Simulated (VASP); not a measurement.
LiHF2, 4 atoms in the cell. Symmetry: R-3m, No. 166, trigonal system. Conventional cell: a = 2.842 Å, b = 2.842 Å, c = 12.599 Å, α = 90.00°, β = 90.00°, γ = 120.00°. Within 2.5 Å of Li (site symmetry -3m) lie 6 F at 1.92 Å. Within 1.5 Å of H (site symmetry -3m) lie 2 F at 1.10 Å. Within 1.5 Å of F (site symmetry 3m) lie 1 H at 1.10 Å.  This cell differs from its parent crystal: strain -0.015 along x and y, -0.030 along z.

- Program: VASP 6.6.1
- Task: single point
- Functional: LDA
- Potentials or basis: VASP PAW LDA potentials, release 64 (Li_sv, H, F)
- Cutoff: 520 eV
- k mesh: 9 × 9 × 9
- Occupations: gaussian, width 0.05 eV
- Spin: no spin polarisation
- Dipole correction: no
- Further INCAR settings: ALGO = Normal; EDIFF = 1e-06; NBANDS = 17

Potentials or basis: VASP PAW LDA potentials, release 64 (Li_sv, H, F).

Run with:

```bash
$ cat potpaw_LDA.64/Li_sv/POTCAR potpaw_LDA.64/H/POTCAR potpaw_LDA.64/F/POTCAR > POTCAR
$ mpirun -np 1 vasp_std > vasp.out
```

Hardware: 1 thread of Intel Xeon 8259CL, on a shared host.

Question: Estimate the wall time of this run.

Answer: It took 2 min on 1 thread of Intel Xeon 8259CL (shared host), peak memory 0.18 GiB. Counts: scf iterations 12, k points 85.
